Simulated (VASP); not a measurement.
# Sn (Fd-3m) in VASP: a series of runs

Runs on Sn. Level: LDA. Tasks: electric field gradients.

Program: VASP 6.6.1. These are calculated values, not measurements. Logs are shortened: lines on timing, memory, paths and dates and some standing lists are left out, and cuts for length are marked.

## 1. The cell of the first run

The structure is cubic, space group Fd-3m (No. 227). The conventional cell has a = 6.491 Å, b = 6.491 Å, c = 6.491 Å, α = 90.00°, β = 90.00°, γ = 90.00°. Sn (site symmetry -43m) has 4 Sn at 2.81 Å within 3.7 Å.

## 2. Electric field gradients, LDA

Input file INCAR:

```
SYSTEM = Sn
PREC = Accurate
ENCUT = 520
EDIFF = 1E-8
ISMEAR = -1
SIGMA = 0.03
LREAL = .False.
LASPH = .True.
NELM = 80
ALGO = Normal
ISIF = 2
LWAVE = .False.
LCHARG = .False.
GGA = CA
LEFG = .True.
NBANDS = 21
```

Input file KPOINTS:

```
regular mesh
0
Gamma
  9 9 9
  0 0 0
```

Input file POSCAR:

```
Sn
1.0
    0.0000000000      3.2456000000      3.2456000000
    3.2456000000      0.0000000000      3.2456000000
    3.2456000000      3.2456000000      0.0000000000
Sn
2
Direct
    0.5000000000      0.5000000000      0.5000000000
    0.7500000000      0.7500000000      0.7500000000
```

Potentials or basis: VASP PAW LDA potentials, release 64 (Sn_d).

Started as:

```bash
cat potpaw_LDA.64/Sn_d/POTCAR > POTCAR
mpirun -np 1 vasp_std > vasp.out
```

OUTCAR:

```text
SYSTEM = Sn
   PREC = Accurate
   ENCUT = 520
   EDIFF = 1E-8
   ISMEAR = -1
   LREAL = .False.
   LASPH = .True.
   NELM = 80
   ISIF = 2
   GGA = CA

 ion  position               nearest neighbor table
   1  0.500  0.500  0.500-   2 2.81   2 2.81   2 2.81   2 2.81
   2  0.750  0.750  0.750-   1 2.81   1 2.81   1 2.81   1 2.81

  LATTYP: Found a face centered cubic cell.
 ALAT       =     6.4912000000

  Lattice vectors:

 A1 = (   0.0000000000,   3.2456000000,   3.2456000000)
 A2 = (   3.2456000000,   0.0000000000,   3.2456000000)
 A3 = (   3.2456000000,   3.2456000000,   0.0000000000)

Analysis of symmetry for initial positions (statically):
=====================================================================
 Subroutine PRICEL returns:
 Original cell was already a primitive cell.

 Routine SETGRP: Setting up the symmetry group for a
 face centered cubic supercell.

 Subroutine GETGRP returns: Found 48 space group operations
 (whereof 24 operations were pure point group operations)
 out of a pool of 48 trial point group operations.

The static configuration has the point symmetry T_d .
 The point group associated with its full space group is O_h .

Analysis of symmetry for dynamics (positions and initial velocities):
=====================================================================
 Subroutine PRICEL returns:
 Original cell was already a primitive cell.

 Routine SETGRP: Setting up the symmetry group for a
 face centered cubic supercell.

 Subroutine GETGRP returns: Found 48 space group operations
 (whereof 24 operations were pure point group operations)
 out of a pool of 48 trial point group operations.

The dynamic configuration has the point symmetry T_d .
 The point group associated with its full space group is O_h .

 Subroutine INISYM returns: Found 48 space group operations
 (whereof 24 operations are pure point group operations),
 and found     1 'primitive' translations

----------------------------------------------------------------------------------------

                                     Primitive cell

  volume of cell :      68.3778

  direct lattice vectors                    reciprocal lattice vectors
     0.000000000  3.245600000  3.245600000    -0.154054720  0.154054720  0.154054720
     3.245600000  0.000000000  3.245600000     0.154054720 -0.154054720  0.154054720
     3.245600000  3.245600000  0.000000000     0.154054720  0.154054720 -0.154054720

  length of vectors
     4.589971538  4.589971538  4.589971538     0.266830603  0.266830603  0.266830603

  position of ions in fractional coordinates (direct lattice)
     0.500000000  0.500000000  0.500000000
     0.750000000  0.750000000  0.750000000

  ion indices of the primitive-cell ions
   primitive index   ion index
                 1           1
                 2           2

----------------------------------------------------------------------------------------

 KPOINTS: regular mesh

Automatic generation of k-mesh.
 Grid dimensions read from file:
 generate k-points for:    9    9    9

 Generating k-lattice:

  Cartesian coordinates                     Fractional coordinates (reciprocal lattice)
    -0.017117191  0.017117191  0.017117191     0.111111111  0.000000000  0.000000000
     0.017117191 -0.017117191  0.017117191     0.000000000  0.111111111  0.000000000
     0.017117191  0.017117191 -0.017117191     0.000000000  0.000000000  0.111111111

  Length of vectors
     0.029647845  0.029647845  0.029647845

  Shift w.r.t. Gamma in fractional coordinates (k-lattice)
     0.000000000  0.000000000  0.000000000

 Subroutine IBZKPT returns following result:
 ===========================================

 Found     35 irreducible k-points:

 Following reciprocal coordinates:
            Coordinates               Weight
  0.000000  0.000000  0.000000      1.000000
  0.111111  0.000000  0.000000      8.000000
  0.222222  0.000000  0.000000      8.000000
  0.333333  0.000000  0.000000      8.000000
  0.444444  0.000000  0.000000      8.000000
  0.111111  0.111111  0.000000      6.000000
[... 16 lines left out ...]
 -0.333333  0.333333  0.000000     12.000000
  0.444444  0.444444  0.000000      6.000000
 [... further k-points ...]
   k-points           NKPTS =     35   k-points in BZ     NKDIM =     35   number of bands    NBANDS=     21
   number of dos      NEDOS =    301   number of ions     NIONS =      2
   total plane-waves  NPLWV =  46656
   dimension x,y,z NGX =    36 NGY =   36 NGZ =   36
   dimension x,y,z NGXF=    72 NGYF=   72 NGZF=   72
   ions per type =               2
   NGX,Y,Z   is equivalent  to a cutoff of  13.04, 13.04, 13.04 a.u.
   NGXF,Y,Z  is equivalent  to a cutoff of  26.08, 26.08, 26.08 a.u.
 SYSTEM =  Sn
   PREC   = accura    normal or accurate (medium, high low for compatibility)
   ISTART =      0    job   : 0-new  1-cont  2-samecut
   ICHARG =      2    charge: 1-file 2-atom 10-const
   ISPIN  =      1    spin polarized calculation?
   LNONCOLLINEAR =      F non collinear calculations
   LSORBIT =      F    spin-orbit coupling
   LASPH  =      T    aspherical Exc in radial PAW
   ENCUT  =  520.0 eV  38.22 Ry    6.18 a.u.   8.53  8.53  8.53*2*pi/ulx,y,z
   NELM   =     80;   NELMIN=  2; NELMDL= -5     # of ELM steps
   EDIFF  = 0.1E-07   stopping-criterion for ELM
   LREAL  =      F    real-space projection
   EDIFFG = 0.1E-06   stopping-criterion for IOM
   NSW    =      0    number of steps for IOM
   IBRION =     -1    ionic relax: 0-MD 1-quasi-New 2-CG
   NFREE  =      0    steps in history (QN), initial steepest desc. (CG)
   ISIF   =      2    stress and relaxation
   ISYM   =      2    0-nonsym 1-usesym 2-fastsym
   POTIM  = 0.5000    time-step for ionic-motion
   TEBEG  =    0.0;   TEEND  =   0.0 temperature during run
   PSTRESS=    0.0 pullay stress
   NELECT =      28.0000    total number of electrons
   NUPDOWN=      -1.0000    fix difference up-down
   EMIN   =  10.00;   EMAX   =-10.00  energy-range for DOS
   EFERMI =   0.00;   METHOD = LEGACY
   ISMEAR =    -1;   SIGMA  =   0.03  broadening in eV -4-tet -1-fermi 0-gaus
   EFERMI_NEDOS =   21; number of points for ismear=-14 and -15
   IALGO  =     38    algorithm
   IMIX   =      4    mixing-type and parameters
     AMIX     =   0.40;   BMIX     =  1.00
     AMIX_MAG =   1.60;   BMIX_MAG =  1.00
  volume/ion in A,a.u.               =      34.19       230.72
  Fermi-wavevector in a.u.,A,eV,Ry     =   1.215689  2.297319 20.108049  1.477900
  Thomas-Fermi vector in A             =   2.351068
   LORBIT       =      0    0 simple, 1 ext, 2 COOP (PROOUT), +10 PAW based schemes
   GGA     = CA    functional components
   LHFCALC =     F    Hartree Fock is set to
   AEXX    =    0.0000 exact exchange contribution
   IVDW    =     0    specifies the selected vdW correction
   LEPSILON=     F    determine dielectric tensor
   LRPA    =     F    only Hartree local field effects (RPA)
 non-spin polarized calculation
  energy-cutoff  :      520.00
  volume of cell :       68.38
 maximum number of plane-waves:      1856
 NGX is ok and might be reduce to    36
   NGX = 17   NGY = 17   NGZ = 17

 number of electron      28.0000001 magnetization

 Free energy of the ion-electron system (eV)
  ---------------------------------------------------
  ext. energy  EPLUGINS =         0.00000000
  ---------------------------------------------------
  free energy    TOTEN  =        -8.93738284 eV

  energy without entropy =       -8.93630303  energy(sigma->0) =       -8.93684293

 E-fermi :   5.2767     XC(G=0):  -9.1905

 val. band max:        5.2761713470   @ k =   0.4444   0.0000   0.0000
 cond. band min:       5.4300279312   @ k =   0.3333   0.0000   0.0000
 fundamental gap:      0.1538565841
 Fermi energy:         5.2767278374

 k-point     1 :       0.0000    0.0000    0.0000
  band No.  band energies     occupation
      1     -16.2524      2.00000
      2     -16.2524      2.00000
      3     -16.2524      2.00000
      4     -16.1910      2.00000
      5     -16.1910      2.00000
      6     -15.8795      2.00000
[... 13 lines left out ...]
     20      13.3968      0.00000
     21      13.3968      0.00000

 k-point     2 :       0.1111    0.0000    0.0000
  band No.  band energies     occupation
      1     -16.2614      2.00000
      2     -16.2614      2.00000
      3     -16.2494      2.00000
      4     -16.1785      2.00000
      5     -16.1785      2.00000
      6     -15.8986      2.00000
[... 13 lines left out ...]
     20      12.5503      0.00000
     21      12.5503      0.00000

 k-point     3 :       0.2222    0.0000    0.0000
  band No.  band energies     occupation
      1     -16.2753      2.00000
      2     -16.2753      2.00000
      3     -16.2416      2.00000
      4     -16.1562      2.00000
      5     -16.1562      2.00000
      6     -15.9192      2.00000
[... 13 lines left out ...]
     20      12.2111      0.00000
     21      12.2111      0.00000

 k-point     4 :       0.3333    0.0000    0.0000
  band No.  band energies     occupation
      1     -16.2845      2.00000
      2     -16.2845      2.00000
      3     -16.2324      2.00000
      4     -16.1389      2.00000
      5     -16.1389      2.00000
      6     -15.9330      2.00000
[... 13 lines left out ...]
     20      12.6986      0.00000
     21      12.6986      0.00000

 k-point     5 :       0.4444    0.0000    0.0000
  band No.  band energies     occupation
      1     -16.2885      2.00000
      2     -16.2885      2.00000
      3     -16.2261      2.00000
      4     -16.1308      2.00000
      5     -16.1308      2.00000
      6     -15.9387      2.00000
[... 13 lines left out ...]
     20      13.7849      0.00000
     21      13.7849      0.00000
[... 382 lines left out ...]
     20      14.6498      0.00000
     21      15.1561      0.00000

 k-point    22 :      -0.4444    0.3333    0.0000
  band No.  band energies     occupation
      1     -16.3230      2.00000
      2     -16.3033      2.00000
      3     -16.1744      2.00000
      4     -16.0854      2.00000
      5     -16.0605      2.00000
      6     -16.0221      2.00000
[... 13 lines left out ...]
     20      13.9367      0.00000
     21      15.5850      0.00000

 k-point    23 :      -0.3333    0.3333    0.0000
  band No.  band energies     occupation
      1     -16.3276      2.00000
      2     -16.3042      2.00000
      3     -16.1672      2.00000
      4     -16.0659      2.00000
      5     -16.0576      2.00000
      6     -16.0368      2.00000
[... 13 lines left out ...]
     20      12.7414      0.00000
     21      15.9417      0.00000

 k-point    24 :       0.4444    0.4444    0.0000
  band No.  band energies     occupation
      1     -16.3028      2.00000
      2     -16.3028      2.00000
      3     -16.1955      2.00000
      4     -16.1358      2.00000
      5     -16.0564      2.00000
      6     -16.0006      2.00000
[... 13 lines left out ...]
     20      15.1169      0.00000
     21      15.6017      0.00000

 [... further k-points ...]
[... 5 lines left out ...]
  --------------------------------------------------------------------------------------
  -------------------------------------------------------------------------------------
  Total       -0.1580488     -0.1580488     -0.1580488      0.0000000      0.0000000      0.0000000
  in kB       -3.7032811     -3.7032811     -3.7032811      0.0000000      0.0000000      0.0000000
  external PRESSURE =      -3.7032811 kB  Pullay stress =       0.0000000 kB

 VOLUME and BASIS-vectors are now :
 -----------------------------------------------------------------------------
  energy-cutoff  :      520.00
  volume of cell :       68.38
      direct lattice vectors                 reciprocal lattice vectors
     0.000000000  3.245600000  3.245600000    -0.154054720  0.154054720  0.154054720
     3.245600000  0.000000000  3.245600000     0.154054720 -0.154054720  0.154054720
     3.245600000  3.245600000  0.000000000     0.154054720  0.154054720 -0.154054720

 POSITION                                       TOTAL-FORCE (eV/Angst)
 -----------------------------------------------------------------------------------
      3.24560      3.24560      3.24560        -0.000000     -0.000000     -0.000000
      4.86840      4.86840      4.86840         0.000000      0.000000      0.000000
 -----------------------------------------------------------------------------------
    total drift:                                0.000000      0.000000      0.000000

  FREE ENERGIE OF THE ION-ELECTRON SYSTEM (eV)
  ---------------------------------------------------
  free  energy   TOTEN  =        -8.9373828386 eV

  energy  without entropy=       -8.9363030300  energy(sigma->0) =       -8.93684293

 Electric field gradients (V/A^2)
---------------------------------------------------------------------
 ion       V_xx      V_yy      V_zz      V_xy      V_xz      V_yz
---------------------------------------------------------------------
   1       0.000     0.000    -0.000     0.000     0.000     0.000
   2       0.000     0.000    -0.000     0.000     0.000     0.000
---------------------------------------------------------------------

 Electric field gradients after diagonalization (V/A^2)
 (convention: |V_zz| > |V_xx| > |V_yy|)
----------------------------------------------------------------------
 ion       V_xx      V_yy      V_zz     asymmetry (V_yy - V_xx)/ V_zz
----------------------------------------------------------------------
   1      -0.000    -0.000     0.000       0.000
   2      -0.000    -0.000     0.000       0.000
----------------------------------------------------------------------

           NMR quadrupolar parameters

 Cq : quadrupolar parameter    Cq=e*Q*V_zz/h
 eta: asymmetry parameters     (V_yy - V_xx)/ V_zz
 Q  : nuclear electric quadrupole moment in mb (millibarn)
----------------------------------------------------------------------
 ion       Cq(MHz)       eta       Q (mb)
----------------------------------------------------------------------
   1       0.000       0.000       1.000
   2       0.000       0.000       1.000
----------------------------------------------------------------------
```

Wall time 26 s (1 thread of Intel Xeon Platinum 8375C at 2.90GHz (Ice Lake), shared host); peak memory 0.18 GiB.

Results:

```yaml
Free_energy: -8.9374 eV
Pressure: -0.4 GPa
Band_gap_on_the_k_mesh: zero (band 14 reaches 5.45 eV, above the bottom of band 15 at 5.28 eV)
```

Caveat: without QUAD_EFG the Cq values of the log hold for a quadrupole moment of 1 mb, not for the nuclei; spin-orbit coupling is left out, which moves the levels of the heavy elements.

## 3. Electric field gradients, LDA (volume scaled by 1.03)

Input file INCAR:

```
PREC = Accurate ; ENCUT = 520
EDIFF = 1E-8 ; ISMEAR = -1
SIGMA = 0.03 ; LREAL = False
LASPH = True ; NELM = 100
ALGO = Normal ; ISIF = 2
LWAVE = False ; LCHARG = False
GGA = CA ; LEFG = True
NBANDS = 21
```

Input file KPOINTS:

```
regular mesh
0
Gamma
  9 9 9
```

Input file POSCAR:

```
Sn
1.0
    0.0000000000      3.2777367435      3.2777367435
    3.2777367435      0.0000000000      3.2777367435
    3.2777367435      3.2777367435      0.0000000000
Sn
2
Direct
    0.5000000000      0.5000000000      0.5000000000
    0.7500000000      0.7500000000      0.7500000000
```

Potentials or basis: VASP PAW LDA potentials, release 64 (Sn_d).

Started as:

```bash
cat potpaw_LDA.64/Sn_d/POTCAR > POTCAR
mpirun -np 1 vasp_std > vasp.out
```

OUTCAR:

```text
PREC = Accurate
   ENCUT = 520
   EDIFF = 1E-8
   ISMEAR = -1
   LREAL = False
   LASPH = True
   NELM = 100
   ISIF = 2
   GGA = CA

 ion  position               nearest neighbor table
   1  0.500  0.500  0.500-   2 2.84   2 2.84   2 2.84   2 2.84
   2  0.750  0.750  0.750-   1 2.84   1 2.84   1 2.84   1 2.84

  LATTYP: Found a face centered cubic cell.
 ALAT       =     6.5554734870

  Lattice vectors:

 A1 = (   0.0000000000,   3.2777367435,   3.2777367435)
 A2 = (   3.2777367435,   0.0000000000,   3.2777367435)
 A3 = (   3.2777367435,   3.2777367435,   0.0000000000)

Analysis of symmetry for initial positions (statically):
=====================================================================
 Subroutine PRICEL returns:
 Original cell was already a primitive cell.

 Routine SETGRP: Setting up the symmetry group for a
 face centered cubic supercell.

 Subroutine GETGRP returns: Found 48 space group operations
[... 764 lines left out ...]
  volume of cell :       70.43
      direct lattice vectors                 reciprocal lattice vectors
     0.000000000  3.277736744  3.277736744    -0.152544283  0.152544283  0.152544283
     3.277736744  0.000000000  3.277736744     0.152544283 -0.152544283  0.152544283
     3.277736744  3.277736744  0.000000000     0.152544283  0.152544283 -0.152544283

 POSITION                                       TOTAL-FORCE (eV/Angst)
 -----------------------------------------------------------------------------------
      3.27774      3.27774      3.27774         0.000000      0.000000      0.000000
      4.91661      4.91661      4.91661        -0.000000     -0.000000     -0.000000
 -----------------------------------------------------------------------------------
    total drift:                                0.000000      0.000000      0.000000

  FREE ENERGIE OF THE ION-ELECTRON SYSTEM (eV)
  ---------------------------------------------------
  free  energy   TOTEN  =        -8.9256498758 eV

  energy  without entropy=       -8.9242589777  energy(sigma->0) =       -8.92495443

 Electric field gradients (V/A^2)
---------------------------------------------------------------------
 ion       V_xx      V_yy      V_zz      V_xy      V_xz      V_yz
---------------------------------------------------------------------
   1      -0.000     0.000    -0.000     0.001     0.001     0.001
   2      -0.000     0.000    -0.000     0.001     0.001     0.001
---------------------------------------------------------------------

 Electric field gradients after diagonalization (V/A^2)
 (convention: |V_zz| > |V_xx| > |V_yy|)
----------------------------------------------------------------------
 ion       V_xx      V_yy      V_zz     asymmetry (V_yy - V_xx)/ V_zz
----------------------------------------------------------------------
   1      -0.001    -0.001     0.003       0.000
   2      -0.001    -0.001     0.003       0.000
----------------------------------------------------------------------

           NMR quadrupolar parameters

 Cq : quadrupolar parameter    Cq=e*Q*V_zz/h
 eta: asymmetry parameters     (V_yy - V_xx)/ V_zz
 Q  : nuclear electric quadrupole moment in mb (millibarn)
----------------------------------------------------------------------
 ion       Cq(MHz)       eta       Q (mb)
----------------------------------------------------------------------
   1       0.000       0.000       1.000
   2       0.000       0.000       1.000
----------------------------------------------------------------------
```

It took 30 s on 1 thread of Intel Xeon Platinum 8375C at 2.90GHz (Ice Lake), shared host; peak memory 0.18 GiB.

What came out:

* Free energy: -8.9256 eV
* Pressure: -1.5 GPa
* Band gap on the k mesh: zero (band 14 reaches 5.14 eV, above the bottom of band 15 at 4.91 eV)

Caveat: without QUAD_EFG the Cq values of the log hold for a quadrupole moment of 1 mb, not for the nuclei; spin-orbit coupling is left out, which moves the levels of the heavy elements.
